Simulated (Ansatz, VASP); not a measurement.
Hf2Pd2Se2Br2O3: VASP beside Ansatz

```
Hf Pd Se Br O
1.0
     5.76069    0.00496   -0.00286
    -0.52750    5.84664    0.03413
    -1.48435   -0.92642    6.64586
Hf Pd Se Br O
2 2 2 2 3
Direct
  0.74540 0.39602 0.34989
  0.28763 0.45322 0.59401
  0.90854 0.13294 0.84849
  0.25249 0.90323 0.35874
  0.63469 0.40355 0.93716
  0.62597 0.78174 0.53023
  0.85273 0.99089 0.15355
  0.22526 0.82084 0.86223
  0.96040 0.28925 0.59026
  0.43233 0.24524 0.40864
  0.07457 0.58308 0.36682
```

Alike in both runs: task relaxation of cell and atoms; functional PBE; dispersion D3(BJ); k mesh 3 × 3 × 2; occupations fermi-dirac, width 0.05 eV; no spin polarisation.

|  | VASP | Ansatz |
| --- | --- | --- |
| version | VASP 6.6.1 | Ansatz 0.2.0 |
| potentials or method | VASP PAW PBE potentials, release 64 (Hf_pv, Pd, Se, Br, O), cutoff 600 eV | all-electron PAW datasets made for the crystal |

```csv
,VASP,Ansatz,Ansatz less VASP
"gap on the k mesh at the Fermi level, each at its own relaxed structure (eV)",0.21,0.26,+0.047
relaxed volume (Å³/atom),19.52,19.64,+0.119
relaxed cell length with the largest relative difference (Å),5.698,5.716,+0.0175
```

Ansatz ran all-electron here, and VASP with PAW potentials.

The k mesh is coarse, so the values compare programs but aren't converged. Spin-orbit coupling is off throughout.
